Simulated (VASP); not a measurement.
Here is a VASP 6.6.1 calculation.

File POSCAR:

```
ZnS
1.0
    3.8110000000      0.0000000000      0.0000000000
   -1.9055000000      3.3004228100      0.0000000000
    0.0000000000      0.0000000000      6.2340000000
Zn S
2 2
Direct
    0.3309936570      0.6645351177      0.0011757376
    0.6669787049      0.3339473324      0.5004136812
    0.3348918960      0.6721917755      0.3820351731
    0.6692430691      0.3309029666      0.8847235091
```

INCAR.step1

```
SYSTEM = ZnS
ALGO = Normal ; EDIFF = 1E-5
ENCUT = 550 ; GGA = PE
GGA_COMPAT = .FALSE. ; ISMEAR = 0
LASPH = .TRUE. ; LCHARG = .FALSE.
LREAL = .FALSE. ; LWAVE = .TRUE.
NBANDS = 26 ; NELM = 120
PREC = Accurate ; SIGMA = 0.1
```

Contents of INCAR.step2:

```
SYSTEM = ZnS
ALGO = Normal ; EDIFF = 1E-6
ENCUT = 550 ; GGA_COMPAT = .FALSE.
ISIF = 2 ; ISMEAR = 0
ISTART = 1 ; LASPH = .TRUE.
LCHARG = .FALSE. ; LMIXTAU = .TRUE.
LREAL = .FALSE. ; LWAVE = .FALSE.
METAGGA = R2SCAN ; NBANDS = 26
NELM = 120 ; PREC = Accurate
SIGMA = 0.1
```

Contents of KPOINTS:

```
k-points
0
G
  2 2 1
  0 0 0
```

Potentials or basis: VASP PAW PBE potentials, release 64 (Zn, S).

Launch:

```sh
$ cat potpaw_PBE.64/Zn/POTCAR potpaw_PBE.64/S/POTCAR > POTCAR
$ cp INCAR.step1 INCAR
$ mpirun -np 1 vasp_std > vasp.out
$ cp INCAR.step2 INCAR
$ mpirun -np 1 vasp_std > vasp.out
```

**Question.** What does it give for the pressure?

**Answer.** 1.8 GPa.

**Question.** What does it give for the band gap on the k mesh?

**Answer.** 2.78 eV, direct.

Stress tensor (GPa, compression positive):
```
 6.07  0.32  0.13
 0.32  6.56  0.14
 0.13  0.14 -7.19
```

Caveat: the k points lie up to 1.01 Å⁻¹ apart; the PAW data sets were made with another functional, which shifts forces and pressure a little. r2SCAN opens gaps a little over a GGA but as a rule still falls short of measured ones.
